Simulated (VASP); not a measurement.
Input of a VASP 6.6.1 run:

File INCAR:

```
SYSTEM = ZnSe
PREC = Accurate
ENCUT = 600
EDIFF = 1E-6
ISMEAR = -1
SIGMA = 0.01
LREAL = .FALSE.
LASPH = .TRUE.
NELM = 60
ALGO = Normal
ISIF = 3
LWAVE = .FALSE.
LCHARG = .FALSE.
GGA = RE
IVDW = 12
IBRION = 2
NSW = 80
EDIFFG = -0.01
ISYM = 0
```

The input KPOINTS:

```
Automatic mesh
0
Gamma
  6 6 6
  0.5 0.5 0.5
```

The input POSCAR:

```
ZnSe
1.0
    4.0075980000      0.0000000000      0.0000000000
    2.0037990000      3.4706816762      0.0000000000
    2.0037990000      1.1568938921      3.2721900647
Zn Se
1 1
Direct
    0.0000000000      0.0000000000      0.0000000000
    0.2500000000      0.2500000000      0.2500000000
```

Potentials or basis: VASP PAW PBE potentials, release 64 (Zn, Se).

Command:

```console
$ cat potpaw_PBE.64/Zn/POTCAR potpaw_PBE.64/Se/POTCAR > POTCAR
$ mpirun -np 1 vasp_std > vasp.out
```

(1) Predict the space group after relaxing (to 0.05 Å).

(2) Predict the relaxed cell.

Answers

(1) F-43m (No. 216).

(2) a = 3.984 Å, b = 3.984 Å, c = 3.984 Å, α = 60.00°, β = 60.00°, γ = 60.00°.
